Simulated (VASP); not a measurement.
# BaH4 in VASP: notebook

The runs below take BaH4 through relaxation of cell and atoms, single point, with PBE.

Everything below comes from runs of VASP 6.6.1. Logs are shortened: lines on timing, memory, paths and dates and some standing lists are left out, and cuts for length are marked.

### Step 1. The cell of the first run

Symmetry: R-3m, No. 166, trigonal system. Conventional cell: a = 4.585 Å, b = 4.585 Å, c = 10.629 Å, α = 90.00°, β = 90.00°, γ = 120.00°. Within 3.6 Å of Ba (site symmetry -3m) lie 20 H at 2.76 to 3.41 Å. H (site symmetry 3m) has 11 H at 2.18 to 3.08 Å and 4 Ba at 2.76 Å within 3.1 Å. Within 1.0 Å of H (site symmetry 3m) lie 1 H at 0.77 Å.

### Step 2. Relaxation of cell and atoms, PBE

Input file INCAR:

```
SYSTEM = BaH4
  ALGO = Normal
  EDIFF = 1E-6
  EDIFFG = -0.01
  ENCUT = 600
  GGA = PE
  IBRION = 2
  ISIF = 3
  ISMEAR = 0
  LASPH = .True.
  LCHARG = .False.
  LREAL = .False.
  LWAVE = .False.
  NELM = 100
  NSW = 100
  PREC = Accurate
  SIGMA = 0.02
```

Input file KPOINTS:

```
k-points
0
Gamma
  6 6 6
  0 0 0
```

Input file POSCAR:

```
BaH4
1.0
    2.2926231534      1.3236465948      3.5428506043
   -2.2926231534      1.3236465948      3.5428506043
    0.0000000000     -2.6472931896      3.5428506043
Ba H
1 4
Direct
    0.0000000000      0.0000000000      0.0000000000
    0.7407908648      0.7407908648      0.7407908648
    0.2592091352      0.2592091352      0.2592091352
    0.4638710694      0.4638710694      0.4638710694
    0.5361289306      0.5361289306      0.5361289306
```

Potentials or basis: VASP PAW PBE potentials, release 64 (Ba_sv, H).

On the command line:

```sh
$ cat potpaw_PBE.64/Ba_sv/POTCAR potpaw_PBE.64/H/POTCAR > POTCAR
$ mpirun -np 1 vasp_std > vasp.out
```

OUTCAR:

```text
SYSTEM = BaH4
   EDIFF = 1E-6
   EDIFFG = -0.01
   ENCUT = 600
   GGA = PE
   IBRION = 2
   ISIF = 3
   ISMEAR = 0
   LASPH = .True.
   LREAL = .False.
   NELM = 100
   NSW = 100
   PREC = Accurate

 ion  position               nearest neighbor table
   1  0.000  0.000  0.000-   2 2.76   3 2.76   2 2.76   2 2.76   3 2.76   3 2.76   2 2.76   3 2.76

   2  0.741  0.741  0.741-   1 2.76   1 2.76   1 2.76   1 2.76
   3  0.259  0.259  0.259-   1 2.76   1 2.76   1 2.76   1 2.76
   4  0.464  0.464  0.464-   5 0.77
   5  0.536  0.536  0.536-   4 0.77

  LATTYP: Found a trigonal (rhomboedric) cell.
 ALAT       =     4.4226634097
 COS(alpha) =     0.4625629939

  Lattice vectors:

 A1 = (   2.2926231534,   1.3236465948,   3.5428506043)
 A2 = (  -2.2926231534,   1.3236465948,   3.5428506043)
 A3 = (   0.0000000000,  -2.6472931896,   3.5428506043)

Analysis of symmetry for initial positions (statically):
=====================================================================
 Subroutine PRICEL returns:
 Original cell was already a primitive cell.

 Routine SETGRP: Setting up the symmetry group for a
 trigonal (rhombohedral) supercell.

 Subroutine GETGRP returns: Found 12 space group operations
 (whereof 12 operations were pure point group operations)
 out of a pool of 12 trial point group operations.

The static configuration has the point symmetry D_3d.

Analysis of symmetry for dynamics (positions and initial velocities):
=====================================================================
 Subroutine PRICEL returns:
 Original cell was already a primitive cell.

 Routine SETGRP: Setting up the symmetry group for a
 trigonal (rhombohedral) supercell.

 Subroutine GETGRP returns: Found 12 space group operations
 (whereof 12 operations were pure point group operations)
 out of a pool of 12 trial point group operations.

The dynamic configuration has the point symmetry D_3d.

 Subroutine INISYM returns: Found 12 space group operations
 (whereof 12 operations are pure point group operations),
 and found     1 'primitive' translations

----------------------------------------------------------------------------------------

                                     Primitive cell

  volume of cell :      64.5073

  direct lattice vectors                    reciprocal lattice vectors
     2.292623153  1.323646595  3.542850604     0.218090792  0.125914778  0.094086195
    -2.292623153  1.323646595  3.542850604    -0.218090792  0.125914778  0.094086195
     0.000000000 -2.647293190  3.542850604     0.000000000 -0.251829555  0.094086195

  length of vectors
     4.422663410  4.422663410  4.422663410     0.268831429  0.268831429  0.268831429

  position of ions in fractional coordinates (direct lattice)
     0.000000000  0.000000000  0.000000000
     0.740790865  0.740790865  0.740790865
     0.259209135  0.259209135  0.259209135
     0.463871069  0.463871069  0.463871069
     0.536128931  0.536128931  0.536128931

  ion indices of the primitive-cell ions
   primitive index   ion index
                 1           1
                 2           2
                 3           3
                 4           4
                 5           5

----------------------------------------------------------------------------------------

 KPOINTS: k-points

Automatic generation of k-mesh.
 Grid dimensions read from file:
 generate k-points for:    6    6    6

 Generating k-lattice:

  Cartesian coordinates                     Fractional coordinates (reciprocal lattice)
     0.036348465  0.020985796  0.015681033     0.166666667 -0.000000000  0.000000000
    -0.036348465  0.020985796  0.015681033    -0.000000000  0.166666667  0.000000000
     0.000000000 -0.041971593  0.015681033     0.000000000  0.000000000  0.166666667

  Length of vectors
     0.044805238  0.044805238  0.044805238

  Shift w.r.t. Gamma in fractional coordinates (k-lattice)
     0.000000000  0.000000000  0.000000000

 Subroutine IBZKPT returns following result:
 ===========================================

 Found     32 irreducible k-points:

 Following reciprocal coordinates:
            Coordinates               Weight
  0.000000  0.000000  0.000000      1.000000
  0.166667 -0.000000  0.000000      6.000000
  0.333333  0.000000  0.000000      6.000000
  0.500000 -0.000000  0.000000      3.000000
  0.166667  0.166667  0.000000      6.000000
  0.333333  0.166667  0.000000     12.000000
[... 16 lines left out ...]
  0.500000  0.500000  0.166667      6.000000
 -0.333333  0.500000  0.166667     12.000000
 [... further k-points ...]
   k-points           NKPTS =     32   k-points in BZ     NKDIM =     32   number of bands    NBANDS=     11
   number of dos      NEDOS =    301   number of ions     NIONS =      5
   total plane-waves  NPLWV =  46656
   dimension x,y,z NGX =    36 NGY =   36 NGZ =   36
   dimension x,y,z NGXF=    72 NGYF=   72 NGZF=   72
   ions per type =               1   4
   NGX,Y,Z   is equivalent  to a cutoff of  13.53, 13.53, 13.53 a.u.
   NGXF,Y,Z  is equivalent  to a cutoff of  27.06, 27.06, 27.06 a.u.
 SYSTEM =  BaH4
   PREC   = accura    normal or accurate (medium, high low for compatibility)
   ISTART =      0    job   : 0-new  1-cont  2-samecut
   ICHARG =      2    charge: 1-file 2-atom 10-const
   ISPIN  =      1    spin polarized calculation?
   LNONCOLLINEAR =      F non collinear calculations
   LSORBIT =      F    spin-orbit coupling
   LASPH  =      T    aspherical Exc in radial PAW
   ENCUT  =  600.0 eV  44.10 Ry    6.64 a.u.   8.83  8.83  8.83*2*pi/ulx,y,z
   NELM   =    100;   NELMIN=  2; NELMDL= -5     # of ELM steps
   EDIFF  = 0.1E-05   stopping-criterion for ELM
   LREAL  =      F    real-space projection
   EDIFFG = -.1E-01   stopping-criterion for IOM
   NSW    =    100    number of steps for IOM
   IBRION =      2    ionic relax: 0-MD 1-quasi-New 2-CG
   NFREE  =      1    steps in history (QN), initial steepest desc. (CG)
   ISIF   =      3    stress and relaxation
   ISYM   =      2    0-nonsym 1-usesym 2-fastsym
   POTIM  = 0.5000    time-step for ionic-motion
   TEBEG  =    0.0;   TEEND  =   0.0 temperature during run
   PSTRESS=    0.0 pullay stress
   NELECT =      14.0000    total number of electrons
   NUPDOWN=      -1.0000    fix difference up-down
   EMIN   =  10.00;   EMAX   =-10.00  energy-range for DOS
   EFERMI =   0.00;   METHOD = LEGACY
   ISMEAR =     0;   SIGMA  =   0.02  broadening in eV -4-tet -1-fermi 0-gaus
   EFERMI_NEDOS =   21; number of points for ismear=-14 and -15
   IALGO  =     38    algorithm
   IMIX   =      4    mixing-type and parameters
     AMIX     =   0.40;   BMIX     =  1.00
     AMIX_MAG =   1.60;   BMIX_MAG =  1.00
  volume/ion in A,a.u.               =      12.90        87.06
  Fermi-wavevector in a.u.,A,eV,Ry     =   0.983818  1.859146 13.169038  0.967897
  Thomas-Fermi vector in A             =   2.115004
   LORBIT       =      0    0 simple, 1 ext, 2 COOP (PROOUT), +10 PAW based schemes
   GGA     = PE    functional components
   LHFCALC =     F    Hartree Fock is set to
   AEXX    =    0.0000 exact exchange contribution
   IVDW    =     0    specifies the selected vdW correction
   LEPSILON=     F    determine dielectric tensor
   LRPA    =     F    only Hartree local field effects (RPA)
 conjugate gradient relaxation of ions
 non-spin polarized calculation
 Gauss-broadening in eV      SIGMA  =   0.02
  energy-cutoff  :      600.00
  volume of cell :       64.51
 maximum number of plane-waves:      2180
   NGX = 17   NGY = 17   NGZ = 17

--------------------------------------- Ionic step        1  -------------------------------------------

 number of electron      14.0000000 magnetization

 Free energy of the ion-electron system (eV)
  ---------------------------------------------------
  ext. energy  EPLUGINS =         0.00000000
  ---------------------------------------------------
  free energy    TOTEN  =       -16.78966005 eV

  energy without entropy =      -16.78966005  energy(sigma->0) =      -16.78966005

------------------------ aborting loop because EDIFF is reached ----------------------------------------

  FORCE on cell =-STRESS in cart. coord.  units (eV):
  Direction    XX          YY          ZZ          XY          YZ          ZX
  --------------------------------------------------------------------------------------
  -------------------------------------------------------------------------------------
  Total        0.1611841      0.1611841      0.1630904      0.0000000      0.0000000      0.0000000
  in kB        4.0033526      4.0033526      4.0506998      0.0000000      0.0000000      0.0000000
  external PRESSURE =       4.0191350 kB  Pullay stress =       0.0000000 kB
[... 219 lines left out ...]
  energy  without entropy=      -16.7905798295  energy(sigma->0) =      -16.79057983

--------------------------------------- Ionic step        7  -------------------------------------------

 number of electron      14.0000000 magnetization

 Free energy of the ion-electron system (eV)
  ---------------------------------------------------
  ext. energy  EPLUGINS =         0.00000000
  ---------------------------------------------------
  free energy    TOTEN  =       -16.79063315 eV

  energy without entropy =      -16.79063315  energy(sigma->0) =      -16.79063315

 E-fermi :   0.5813     XC(G=0):  -8.3688

 val. band max:        0.4751703986   @ k =   0.0000   0.0000   0.0000
 cond. band min:       2.9759513840   @ k =   0.5000  -0.0000   0.0000
 fundamental gap:      2.5007809854
 Fermi energy:         0.5813253908

 k-point     1 :       0.0000    0.0000    0.0000
  band No.  band energies     occupation
      1     -26.3759      2.00000
      2     -11.3806      2.00000
      3     -11.3806      2.00000
      4     -11.3579      2.00000
      5      -7.1502      2.00000
      6      -1.1746      2.00000
      7       0.4752      2.00000
      8       3.6189      0.00000
      9       3.6189      0.00000
     10       4.0409      0.00000
     11       5.5561      0.00000
[... 309 lines left out ...]
 k-point    24 :      -0.3333    0.5000    0.1667
  band No.  band energies     occupation
      1     -26.3203      2.00000
      2     -11.8126      2.00000
      3     -11.6314      2.00000
      4     -11.5675      2.00000
      5      -6.6086      2.00000
      6      -1.2988      2.00000
      7      -0.8014      2.00000
      8       3.7092      0.00000
      9       5.4215      0.00000
     10       6.2033      0.00000
     11       6.9679      0.00000

 [... further k-points ...]

------------------------ aborting loop because EDIFF is reached ----------------------------------------

  FORCE on cell =-STRESS in cart. coord.  units (eV):
  Direction    XX          YY          ZZ          XY          YZ          ZX
  --------------------------------------------------------------------------------------
  -------------------------------------------------------------------------------------
  Total        0.0031937      0.0031937      0.0086853      0.0000000     -0.0000000      0.0000000
  in kB        0.0783795      0.0783795      0.2131531      0.0000000     -0.0000000      0.0000000
  external PRESSURE =       0.1233040 kB  Pullay stress =       0.0000000 kB
[... 20 lines left out ...]
  FREE ENERGIE OF THE ION-ELECTRON SYSTEM (eV)
  ---------------------------------------------------
  free  energy   TOTEN  =       -16.7906331503 eV

  energy  without entropy=      -16.7906331503  energy(sigma->0) =      -16.79063315

 reached required accuracy - stopping structural energy minimisation
```

It took 1.8 min on 1 thread of Oxide Virtual Turin-like, shared host; peak memory 0.18 GiB.

What came out:

```
Free energy                           : -16.7906 eV
Relaxed volume                        : 13.06 Å³/atom
Relaxed cell                          : a = 4.439 Å, b = 4.439 Å, c = 4.439 Å, α = 62.49°, β = 62.49°, γ = 62.49°
Space group after relaxing (to 0.1 Å) : R-3m (No. 166)
Energy gained by relaxing             : 0.2 meV/atom
Ionic steps                           : 7
Pressure after relaxing               : 0.0 GPa
Largest force after relaxing          : 0.005 eV/Å
Band gap on the k mesh                : 2.50 eV (least direct gap 2.93 eV)
```

Forces in eV/Å, atoms in the order of the input:
```
Ba   0.000  0.000  0.000
H    0.000  0.000  0.005
H    0.000  0.000 -0.005
H    0.000  0.000  0.005
H    0.000  0.000 -0.005
```

Step by step:
```
step  energy change (eV)  largest force (eV/Å)  pressure (GPa)  volume (Å³)
   1              0.0000                0.0387            0.40        64.51
   2             -0.0004                0.1041            0.16        64.81
   3             -0.0004                0.0917            0.18        64.78
   4             -0.0007                0.0588            0.10        64.97
   5             -0.0009                0.0297            0.04        65.14
   6             -0.0009                0.0290           -0.08        65.48
   7             -0.0010                0.0051            0.01        65.28
```

Final structure:
```cif
data_structure
_symmetry_space_group_name_H-M 'P 1'
_symmetry_Int_Tables_number 1
_cell_length_a 4.4389
_cell_length_b 4.4389
_cell_length_c 4.4389
_cell_angle_alpha 62.493
_cell_angle_beta 62.493
_cell_angle_gamma 62.493
_cell_volume 65.28
loop_
_atom_site_label
_atom_site_type_symbol
_atom_site_fract_x
_atom_site_fract_y
_atom_site_fract_z
_atom_site_occupancy
Ba1 Ba 0.00000 0.00000 0.00000 1
H1 H 0.74084 0.74084 0.74084 1
H2 H 0.25916 0.25916 0.25916 1
H3 H 0.46393 0.46393 0.46393 1
H4 H 0.53607 0.53607 0.53607 1
```

Levels at points of the mesh, in eV from the valence-band top:
```csv
k point,band 5,band 6,band 7,band 8,band 9,band 10
"(0.00, 0.00, 0.00)",-7.63,-1.65,0.00,3.14,3.14,3.57
"(0.50, 0.00, 0.00)",-6.79,-2.52,-0.43,2.50,2.90,5.92
"(0.50, 0.50, 0.00)",-7.21,-1.95,-1.10,4.25,5.08,5.90
"(0.50, 0.50, 0.50)",-6.77,-2.92,-0.44,2.76,2.76,5.97
```

Caveat: spin-orbit coupling is left out, which moves the levels of the heavy elements.

### Step 3. Single point, PBE

This run uses another cell than the first one: it holds 10 atoms, not 5.

Input file INCAR:

```
PREC = Accurate
ENCUT = 520
EDIFF = 1E-6
ISMEAR = 0
SIGMA = 0.1
LREAL = F
LASPH = T
NELM = 80
ALGO = Normal
ISIF = 2
LWAVE = F
LCHARG = F
GGA = PE
NBANDS = 25
```

Input file KPOINTS:

```
Automatic mesh
0
Gamma
  4 4 4
```

Input file POSCAR:

```
BaH4
1.0
   -0.0045515708     -4.4167972681     -0.1136310589
    2.2861673675     -2.2966862012     -3.2557615122
    6.8630316163     -2.1143531771      3.1413543016
Ba H
2 8
Direct
    0.4998595803      0.4993333575      0.4998424594
   -0.0003086532      0.0008910807      0.0000444029
    0.8520722107      0.8877580367      0.3704845820
    0.3519149316      0.3889990319      0.8703900800
    0.6477115075      0.6123477225      0.1294488555
    0.1477509984      0.1111631194      0.6295559881
    0.1606941843      0.3070401102      0.2314776141
    0.6597787047      0.8057378210      0.7313925290
    0.3406255081      0.1923457781      0.2687107476
    0.8399010275      0.6943839418      0.7686527415
```

Potentials or basis: VASP PAW PBE potentials, release 64 (Ba_sv, H).

On the command line:

```sh
$ cat potpaw_PBE.64/Ba_sv/POTCAR potpaw_PBE.64/H/POTCAR > POTCAR
$ mpirun -np 1 vasp_std > vasp.out
```

Run time: 3.4 min. Hardware: 1 thread of Oxide Virtual Turin-like, shared host; peak memory 0.27 GiB.

It converged, with:

```yaml
Free_energy: -33.5676 eV
Pressure: 0.3 GPa
Largest_force: 0.027 eV/Å
Band_gap_on_the_k_mesh: 2.46 eV
```

Forces in eV/Å, atoms in the order of the input:
```
Ba   0.006 -0.001  0.003
Ba  -0.005  0.000 -0.003
H   -0.001  0.000 -0.001
H    0.000  0.000  0.001
H    0.001  0.000  0.001
H   -0.001  0.000 -0.001
H   -0.001 -0.015  0.012
H    0.000 -0.022  0.015
H    0.001  0.015 -0.012
H   -0.001  0.022 -0.015
```

Levels at points of the mesh, in eV from the valence-band top:
```
           k point  band 12  band 13  band 14  band 15  band 16  band 17
(0.00, 0.00, 0.00)    -1.64    -0.41     0.00     2.50     2.89     3.13
(0.50, 0.00, 0.00)    -2.20    -1.17    -1.16     3.66     3.66     3.84
(0.00, 0.50, 0.00)    -1.92    -1.19    -1.19     3.42     3.44     3.84
(0.50, 0.50, 0.00)    -1.98    -1.07    -0.42     2.46     2.92     4.29
(0.00, 0.00, 0.50)    -1.91    -0.72    -0.72     3.09     3.10     3.26
(0.50, 0.00, 0.50)    -1.98    -1.08    -0.43     2.73     2.77     4.29
(0.00, 0.50, 0.50)    -1.96    -1.11    -0.41     2.51     2.88     4.29
(0.50, 0.50, 0.50)    -1.91    -1.19    -1.18     3.36     3.38     3.86
```

Caveat: spin-orbit coupling is left out, which moves the levels of the heavy elements. A k mesh can miss the band edges.
